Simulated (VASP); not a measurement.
A run of VASP 6.6.1 is set up as follows.

The input INCAR:

```
SYSTEM = Lu2Ge3
PREC = Accurate ; ENCUT = 520
EDIFF = 1E-6 ; ISMEAR = 1
SIGMA = 0.1 ; LREAL = .FALSE.
LASPH = .TRUE. ; NELM = 100
ALGO = Normal ; ISIF = 2
LWAVE = .FALSE. ; LCHARG = .TRUE.
GGA = PE ; LELF = .TRUE.
LVHAR = .TRUE. ; NBANDS = 54
```

Contents of KPOINTS:

```
Automatic mesh
0
G
  4 6 6
  0 0 0
```

File POSCAR:

```
Lu2Ge3
1.0
    6.8488280000      0.0000000000      0.0000000000
    0.0000000000      2.1634980004      3.7710640006
    0.0000000000     -2.1634980004      3.7710640006
Lu Ge
2 3
Direct
    0.2707740000      0.0000440000      0.0000440000
    0.7292260000      0.0000440000      0.0000440000
    0.0000000000      0.3336090000      0.3336090000
    0.5000000000      0.3331770000      0.3331770000
    0.0000000000      0.6665080000      0.6665080000
```

Potentials or basis: VASP PAW PBE potentials, release 64 (Lu, Ge_d).

Launch:

```sh
$ cat potpaw_PBE.64/Lu/POTCAR potpaw_PBE.64/Ge_d/POTCAR > POTCAR
$ mpirun -np 1 vasp_std > vasp.out
```

(1) Estimate the pressure.

(2) Estimate the largest force.

## Answers

(1) 0.9 GPa.

(2) 0.217 eV/Å.
